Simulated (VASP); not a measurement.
# LiZn (Fd-3m) in VASP: further runs

LiZn is run at these levels: LDA; tasks: single point.

Program: VASP 6.6.1. These are calculated values, not measurements. Logs are shortened: lines on timing, memory, paths and dates and some standing lists are left out, and cuts for length are marked.

## (1) The cell of the first run

It takes space group Fd-3m (No. 227, cubic). Conventional cell: a = 6.201 Å, b = 6.201 Å, c = 6.201 Å, α = 90.00°, β = 90.00°, γ = 90.00°. Within 3.5 Å of Li (site symmetry -43m) lie 4 Li at 2.69 Å and 10 Zn at 2.69 to 3.10 Å. Zn (site symmetry -43m) has 10 Li at 2.69 to 3.10 Å and 4 Zn at 2.69 Å within 3.5 Å.

## (2) Single point, LDA (14.90 Å³/atom)

Input file INCAR:

```
SYSTEM = LiZn
  PREC = Accurate
  ENCUT = 520
  EDIFF = 1E-7
  ISMEAR = -1
  SIGMA = 0.08
  LREAL = .False.
  LASPH = .True.
  NELM = 60
  ALGO = Normal
  ISIF = 2
  LWAVE = .False.
  LCHARG = .True.
  LELF = .True.
  LVHAR = .True.
  NBANDS = 23
```

Input file KPOINTS:

```
regular mesh
0
Gamma
  9 9 9
  0 0 0
```

Input file POSCAR:

```
LiZn
1.0
    0.0000000000      3.1005952400      3.1005952400
    3.1005952400      0.0000000000      3.1005952400
    3.1005952400      3.1005952400      0.0000000000
Li Zn
2 2
Direct
    0.5000000000      0.5000000000      0.5000000000
    0.7500000000      0.7500000000      0.7500000000
    0.0000000000      0.0000000000      0.0000000000
    0.2500000000      0.2500000000      0.2500000000
```

Potentials or basis: VASP PAW LDA potentials, release 64 (Li_sv, Zn).

Run with:

```
$ cat potpaw_LDA.64/Li_sv/POTCAR potpaw_LDA.64/Zn/POTCAR > POTCAR
$ mpirun -np 1 vasp_std > vasp.out
```

OUTCAR:

```text
SYSTEM = LiZn
   PREC = Accurate
   ENCUT = 520
   EDIFF = 1E-7
   ISMEAR = -1
   LREAL = .False.
   LASPH = .True.
   NELM = 60
   ISIF = 2

 ion  position               nearest neighbor table
   1  0.500  0.500  0.500-   4 2.69   4 2.69   4 2.69   4 2.69
   2  0.750  0.750  0.750-   3 2.69   3 2.69   3 2.69   3 2.69
   3  0.000  0.000  0.000-   2 2.69   2 2.69   2 2.69   4 2.69   4 2.69   4 2.69   4 2.69   2 2.69

   4  0.250  0.250  0.250-   3 2.69   3 2.69   3 2.69   1 2.69   1 2.69   1 2.69   3 2.69   1 2.69

  LATTYP: Found a face centered cubic cell.
 ALAT       =     6.2011904800

  Lattice vectors:

 A1 = (   0.0000000000,   3.1005952400,   3.1005952400)
 A2 = (   3.1005952400,   0.0000000000,   3.1005952400)
 A3 = (   3.1005952400,   3.1005952400,   0.0000000000)

Analysis of symmetry for initial positions (statically):
=====================================================================
 Subroutine PRICEL returns:
 Original cell was already a primitive cell.

 Routine SETGRP: Setting up the symmetry group for a
 face centered cubic supercell.

 Subroutine GETGRP returns: Found 48 space group operations
 (whereof 24 operations were pure point group operations)
 out of a pool of 48 trial point group operations.

The static configuration has the point symmetry T_d .
 The point group associated with its full space group is O_h .

Analysis of symmetry for dynamics (positions and initial velocities):
=====================================================================
 Subroutine PRICEL returns:
 Original cell was already a primitive cell.

 Routine SETGRP: Setting up the symmetry group for a
 face centered cubic supercell.

 Subroutine GETGRP returns: Found 48 space group operations
 (whereof 24 operations were pure point group operations)
 out of a pool of 48 trial point group operations.

The dynamic configuration has the point symmetry T_d .
 The point group associated with its full space group is O_h .

 Subroutine INISYM returns: Found 48 space group operations
 (whereof 24 operations are pure point group operations),
 and found     1 'primitive' translations

----------------------------------------------------------------------------------------

                                     Primitive cell

  volume of cell :      59.6163

  direct lattice vectors                    reciprocal lattice vectors
     0.000000000  3.100595240  3.100595240    -0.161259359  0.161259359  0.161259359
     3.100595240  0.000000000  3.100595240     0.161259359 -0.161259359  0.161259359
     3.100595240  3.100595240  0.000000000     0.161259359  0.161259359 -0.161259359
[... 90 lines left out ...]
   EDIFFG = 0.1E-05   stopping-criterion for IOM
   NSW    =      0    number of steps for IOM
   IBRION =     -1    ionic relax: 0-MD 1-quasi-New 2-CG
   NFREE  =      0    steps in history (QN), initial steepest desc. (CG)
   ISIF   =      2    stress and relaxation
   ISYM   =      2    0-nonsym 1-usesym 2-fastsym
   POTIM  = 0.5000    time-step for ionic-motion
   TEBEG  =    0.0;   TEEND  =   0.0 temperature during run
   PSTRESS=    0.0 pullay stress
   NELECT =      30.0000    total number of electrons
   NUPDOWN=      -1.0000    fix difference up-down
   EMIN   =  10.00;   EMAX   =-10.00  energy-range for DOS
   EFERMI =   0.00;   METHOD = LEGACY
   ISMEAR =    -1;   SIGMA  =   0.08  broadening in eV -4-tet -1-fermi 0-gaus
   EFERMI_NEDOS =   21; number of points for ismear=-14 and -15
   IALGO  =     38    algorithm
   IMIX   =      4    mixing-type and parameters
     AMIX     =   0.40;   BMIX     =  1.00
     AMIX_MAG =   1.60;   BMIX_MAG =  1.00
  volume/ion in A,a.u.               =      14.90       100.58
  Fermi-wavevector in a.u.,A,eV,Ry     =   1.302147  2.460702 23.069876  1.695588
  Thomas-Fermi vector in A             =   2.433235
   LORBIT       =      0    0 simple, 1 ext, 2 COOP (PROOUT), +10 PAW based schemes
   GGA     = CA    functional components
   LHFCALC =     F    Hartree Fock is set to
   AEXX    =    0.0000 exact exchange contribution
   IVDW    =     0    specifies the selected vdW correction
   LEPSILON=     F    determine dielectric tensor
   LRPA    =     F    only Hartree local field effects (RPA)
 non-spin polarized calculation
  energy-cutoff  :      520.00
  volume of cell :       59.62
 maximum number of plane-waves:      1639
 NGX is ok and might be reduce to    36
   NGX = 17   NGY = 17   NGZ = 17

 number of electron      30.0000037 magnetization

 Free energy of the ion-electron system (eV)
  ---------------------------------------------------
  ext. energy  EPLUGINS =         0.00000000
  ---------------------------------------------------
  free energy    TOTEN  =        -8.68873490 eV

  energy without entropy =       -8.66551564  energy(sigma->0) =       -8.67712527

 E-fermi :   1.8899     XC(G=0): -10.0312

 val. band max:        1.8570389357   @ k =   0.3333   0.2222   0.1111
 cond. band min:       1.9175798592   @ k =   0.4444   0.2222   0.0000
 fundamental gap:      0.0605409234
 Fermi energy:         1.8898905930

 k-point     1 :       0.0000    0.0000    0.0000
  band No.  band energies     occupation
      1     -43.1722      2.00000
      2     -43.1168      2.00000
      3      -5.6881      2.00000
      4      -5.4675      2.00000
      5      -5.4675      2.00000
      6      -5.4675      2.00000
[... 613 lines left out ...]
     22      12.9716      0.00000
     23      13.9546      0.00000

 [... further k-points ...]

------------------------ aborting loop because EDIFF is reached ----------------------------------------

  FORCE on cell =-STRESS in cart. coord.  units (eV):
  Direction    XX          YY          ZZ          XY          YZ          ZX
  --------------------------------------------------------------------------------------
  -------------------------------------------------------------------------------------
  Total       -1.9627261     -1.9627261     -1.9627261      0.0000000      0.0000000      0.0000000
  in kB      -52.7478849    -52.7478849    -52.7478849      0.0000000      0.0000000      0.0000000
  external PRESSURE =     -52.7478849 kB  Pullay stress =       0.0000000 kB

 VOLUME and BASIS-vectors are now :
 -----------------------------------------------------------------------------
  energy-cutoff  :      520.00
  volume of cell :       59.62
      direct lattice vectors                 reciprocal lattice vectors
     0.000000000  3.100595240  3.100595240    -0.161259359  0.161259359  0.161259359
     3.100595240  0.000000000  3.100595240     0.161259359 -0.161259359  0.161259359
     3.100595240  3.100595240  0.000000000     0.161259359  0.161259359 -0.161259359

 POSITION                                       TOTAL-FORCE (eV/Angst)
 -----------------------------------------------------------------------------------
      3.10060      3.10060      3.10060         0.000000      0.000000      0.000000
      4.65089      4.65089      4.65089        -0.000000     -0.000000     -0.000000
      0.00000      0.00000      0.00000        -0.000000     -0.000000     -0.000000
      1.55030      1.55030      1.55030         0.000000      0.000000      0.000000
 -----------------------------------------------------------------------------------
    total drift:                                0.000000      0.000000      0.000000

  FREE ENERGIE OF THE ION-ELECTRON SYSTEM (eV)
  ---------------------------------------------------
  free  energy   TOTEN  =        -8.6887348958 eV

  energy  without entropy=       -8.6655156400  energy(sigma->0) =       -8.67712527
```

stdout:

```text
POSCAR found type information on POSCAR LiZn
 POSCAR found :  2 types and       4 ions
 scaLAPACK will be used
 LDA part: xc-table for (Slater(with rela. corr.)+CA(PZ))
 , standard interpolation
 POSCAR, INCAR and KPOINTS ok, starting setup
 FFT: planning ... GRIDC
 FFT: planning ... GRID_SOFT
 FFT: planning ... GRID
 WAVECAR not read
 entering main loop
```

It took 58 s on 1 thread of Intel Xeon Platinum 8375C at 2.90GHz (Ice Lake), shared host; peak memory 0.19 GiB.

Results:

- Free energy: -8.6887 eV
- Band gap on the k mesh: zero (bands 15 and 16 overlap by 4.50 eV)

Caveat: the cutoff is under 1.25 times the usual one of these potentials, so pressure, stress and relaxed cells hold a basis-set (Pulay) error.

## (3) Single point, LDA (15.36 Å³/atom)

This run uses another cell than the first one, of 15.36 Å³/atom.

Input file INCAR:

```
SYSTEM = LiZn
PREC     = Accurate       ! precision mode
ENCUT    = 520            ! plane-wave cutoff, eV
EDIFF    = 1E-6           ! SCF threshold, eV
ISMEAR   = -1             ! smearing method
SIGMA    = 0.08           ! smearing width, eV
LREAL    = .FALSE.        ! projectors in reciprocal space
LASPH    = .TRUE.         ! aspherical terms in the spheres
NELM     = 80             ! most SCF steps
ALGO     = Normal         ! electronic algorithm
ISIF     = 2              ! what is computed and relaxed
LWAVE    = .FALSE.        ! write WAVECAR
LCHARG   = .FALSE.        ! write CHGCAR
GGA      = CA             ! functional
NBANDS   = 23             ! bands
```

Input file KPOINTS:

```
regular mesh
0
G
  9 9 9
  0 0 0
```

Input file POSCAR:

```
LiZn
1.0
    0.0000000000      3.1316032494      3.1316032494
    3.1316032494      0.0000000000      3.1316032494
    3.1316032494      3.1316032494      0.0000000000
Li Zn
2 2
Direct
    0.5000000000      0.5000000000      0.5000000000
    0.7500000000      0.7500000000      0.7500000000
    0.0000000000      0.0000000000      0.0000000000
    0.2500000000      0.2500000000      0.2500000000
```

Potentials or basis: VASP PAW LDA potentials, release 64 (Li_sv, Zn).

Run with:

```
$ cat potpaw_LDA.64/Li_sv/POTCAR potpaw_LDA.64/Zn/POTCAR > POTCAR
$ mpirun -np 1 vasp_std > vasp.out
```

OUTCAR:

```text
SYSTEM = LiZn
   PREC = Accurate
   ENCUT = 520
   EDIFF = 1E-6
   ISMEAR = -1
   LREAL = .FALSE.
   LASPH = .TRUE.
   NELM = 80
   ISIF = 2
   GGA = CA

 ion  position               nearest neighbor table
   1  0.500  0.500  0.500-   4 2.71   4 2.71   4 2.71   4 2.71
   2  0.750  0.750  0.750-   3 2.71   3 2.71   3 2.71   3 2.71
   3  0.000  0.000  0.000-   2 2.71   2 2.71   4 2.71   4 2.71   2 2.71   2 2.71   4 2.71   4 2.71

   4  0.250  0.250  0.250-   3 2.71   1 2.71   3 2.71   1 2.71   3 2.71   3 2.71   1 2.71   1 2.71

  LATTYP: Found a face centered cubic cell.
 ALAT       =     6.2632064988

  Lattice vectors:

 A1 = (   0.0000000000,   3.1316032494,   3.1316032494)
 A2 = (   3.1316032494,   0.0000000000,   3.1316032494)
 A3 = (   3.1316032494,   3.1316032494,   0.0000000000)

Analysis of symmetry for initial positions (statically):
=====================================================================
 Subroutine PRICEL returns:
 Original cell was already a primitive cell.

 Routine SETGRP: Setting up the symmetry group for a
 face centered cubic supercell.
[... 172 lines left out ...]

 E-fermi :   1.7567     XC(G=0):  -9.9041

 val. band max:        1.7237325594   @ k =   0.3333   0.2222   0.1111
 cond. band min:       1.7973694451   @ k =   0.4444   0.2222   0.0000
 fundamental gap:      0.0736368858
 Fermi energy:         1.7566756658

 k-point     1 :       0.0000    0.0000    0.0000
  band No.  band energies     occupation
      1     -43.3644      2.00000
      2     -43.3145      2.00000
      3      -5.7047      2.00000
      4      -5.5592      2.00000
      5      -5.5592      2.00000
      6      -5.5592      2.00000
[... 613 lines left out ...]
     22      12.6020      0.00000
     23      13.5017      0.00000

 [... further k-points ...]

------------------------ aborting loop because EDIFF is reached ----------------------------------------

  FORCE on cell =-STRESS in cart. coord.  units (eV):
  Direction    XX          YY          ZZ          XY          YZ          ZX
  --------------------------------------------------------------------------------------
  -------------------------------------------------------------------------------------
  Total       -2.3345628     -2.3345628     -2.3345628      0.0000000     -0.0000000      0.0000000
  in kB      -60.8956044    -60.8956044    -60.8956044      0.0000000     -0.0000000      0.0000000
  external PRESSURE =     -60.8956044 kB  Pullay stress =       0.0000000 kB

 VOLUME and BASIS-vectors are now :
 -----------------------------------------------------------------------------
  energy-cutoff  :      520.00
  volume of cell :       61.42
      direct lattice vectors                 reciprocal lattice vectors
     0.000000000  3.131603249  3.131603249    -0.159662627  0.159662627  0.159662627
     3.131603249  0.000000000  3.131603249     0.159662627 -0.159662627  0.159662627
     3.131603249  3.131603249  0.000000000     0.159662627  0.159662627 -0.159662627

 POSITION                                       TOTAL-FORCE (eV/Angst)
 -----------------------------------------------------------------------------------
      3.13160      3.13160      3.13160        -0.000000     -0.000000     -0.000000
      4.69740      4.69740      4.69740         0.000000      0.000000      0.000000
      0.00000      0.00000      0.00000         0.000000     -0.000000     -0.000000
      1.56580      1.56580      1.56580         0.000000      0.000000      0.000000
 -----------------------------------------------------------------------------------
    total drift:                                0.000000      0.000000      0.000000

  FREE ENERGIE OF THE ION-ELECTRON SYSTEM (eV)
  ---------------------------------------------------
  free  energy   TOTEN  =        -8.6252586892 eV

  energy  without entropy=       -8.6013987360  energy(sigma->0) =       -8.61332871
```

stdout:

```text
POSCAR found type information on POSCAR LiZn
 POSCAR found :  2 types and       4 ions
 scaLAPACK will be used
 LDA part: xc-table for (Slater(with rela. corr.)+CA(PZ))
 , standard interpolation
 POSCAR, INCAR and KPOINTS ok, starting setup
 FFT: planning ... GRIDC
 FFT: planning ... GRID_SOFT
 FFT: planning ... GRID
 WAVECAR not read
 entering main loop
```

Wall time 44 s (1 thread of Intel Xeon Platinum 8375C at 2.90GHz (Ice Lake), shared host); peak memory 0.19 GiB.

Results:

```
Free energy            : -8.6253 eV
Band gap on the k mesh : zero (bands 15 and 16 overlap by 4.41 eV)
```

Levels at points of the mesh, in eV from the Fermi level:
| k point | band 13 | band 14 | band 15 | band 16 | band 17 | band 18 |
| --- | --- | --- | --- | --- | --- | --- |
| (0.00, 0.00, 0.00) | -6.77 | 3.33 | 3.33 | 3.33 | 3.46 | 3.46 |

Caveat: the cutoff is under 1.25 times the usual one of these potentials, so pressure, stress and relaxed cells hold a basis-set (Pulay) error.

## (4) Single point, LDA (15.96 Å³/atom)

This run uses another cell than the first one, of 15.96 Å³/atom.

Input file INCAR:

```
SYSTEM = LiZn
ALGO = Normal
EDIFF = 1E-6
ENCUT = 520
GGA = CA
ISIF = 2
ISMEAR = -1
LASPH = .TRUE.
LCHARG = .TRUE.
LELF = .TRUE.
LREAL = .FALSE.
LVHAR = .TRUE.
LWAVE = .FALSE.
NBANDS = 23
NELM = 80
PREC = Accurate
SIGMA = 0.08
```

Input file KPOINTS:

```
k-points
0
G
  9 9 9
  0 0 0
```

Input file POSCAR:

```
LiZn
1.0
    0.0000000000      3.1720154906      3.1720154906
    3.1720154906      0.0000000000      3.1720154906
    3.1720154906      3.1720154906      0.0000000000
Li Zn
2 2
Direct
    0.5000000000      0.5000000000      0.5000000000
    0.7500000000      0.7500000000      0.7500000000
    0.0000000000      0.0000000000      0.0000000000
    0.2500000000      0.2500000000      0.2500000000
```

Run with:

```
$ cat potpaw_LDA.64/Li_sv/POTCAR potpaw_LDA.64/Zn/POTCAR > POTCAR
$ mpirun -np 1 vasp_std > vasp.out
```

Wall time 46 s (1 thread of Intel Xeon Platinum 8375C at 2.90GHz (Ice Lake), shared host); peak memory 0.19 GiB.

The run converged. Its results:

- Free energy: -8.5277 eV
- Band gap on the k mesh: zero (bands 15 and 16 overlap by 4.29 eV)

Levels at points of the mesh, in eV from the Fermi level:
```csv
k point,band 13,band 14,band 15,band 16,band 17,band 18
"(0.00, 0.00, 0.00)",-6.76,3.25,3.25,3.25,3.38,3.38
```

Caveat: the cutoff is under 1.25 times the usual one of these potentials, so pressure, stress and relaxed cells hold a basis-set (Pulay) error.

## (5) Summary

| cell | gap on the mesh (eV) |
| --- | --- |
| a = 4.385 Å, angles 60.0°, 4 atoms | none |
| a = 4.429 Å, angles 60.0°, 4 atoms | none |
| a = 4.486 Å, angles 60.0°, 4 atoms | none |

Alike in all rows: task single point; level LDA; potentials or basis VASP PAW LDA potentials, release 64 (Li_sv, Zn); no spin polarisation; k mesh 9 × 9 × 9; cutoff (eV) 520; smearing fermi-dirac 0.08 eV.

Caveats: the cutoff is under 1.25 times the usual one of these potentials, so pressure, stress and relaxed cells hold a basis-set (Pulay) error.

Total energies depend on the potentials used, so only differences within one code and one set of settings carry meaning.
